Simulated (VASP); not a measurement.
Write the native input for VASP 6.6.1 that does the following.

```yaml
Task: single point
Functional: LDA
Potentials_or_basis: VASP PAW LDA potentials, release 64 (Te, Cd)
Cutoff: 520 eV
k_mesh: 7 × 7 × 7
Occupations: fermi-dirac, width 0.05 eV
Spin: no spin polarisation
Dipole_correction: no
Further_INCAR_settings: ALGO = Normal; EDIFF = 1e-07; NBANDS = 16
```

The structure of CdTe lies in POSCAR:

```
CdTe
1.0
    0.0000000000      2.8907805963      2.8907805963
    2.8907805963      0.0000000000      2.8907805963
    2.8907805963      2.8907805963      0.0000000000
Te Cd
1 1
Direct
    0.7500000000      0.7500000000      0.7500000000
    0.0000000000      0.0000000000      0.0000000000
```

These files were run (other wordings do the same):

INCAR

```
SYSTEM = CdTe
PREC = Accurate
ENCUT = 520
EDIFF = 1E-7
ISMEAR = -1
SIGMA = 0.05
LREAL = .False.
LASPH = .True.
NELM = 100
ALGO = Normal
ISIF = 2
LWAVE = .False.
LCHARG = .True.
GGA = CA
LELF = .True.
LVHAR = .True.
NBANDS = 16
```

KPOINTS

```
Automatic mesh
0
Gamma
  7 7 7
  0 0 0
```

Potentials or basis: VASP PAW LDA potentials, release 64 (Te, Cd).

Command:

```bash
$ cat potpaw_LDA.64/Te/POTCAR potpaw_LDA.64/Cd/POTCAR > POTCAR
$ mpirun -np 1 vasp_std > vasp.out
```

Results of the run:

| Property | Result |
| --- | --- |
| Pressure | 30.8 GPa |
| Band gap on the k mesh | 1.53 eV, indirect (least direct gap 1.62 eV) |

Caveat: spin-orbit coupling is left out, which moves the levels of the heavy elements.

Wall time 18 s on 1 thread of AMD EPYC 7R43 64-Core Processor (Zen 3) (shared host), peak memory 0.12 GiB.
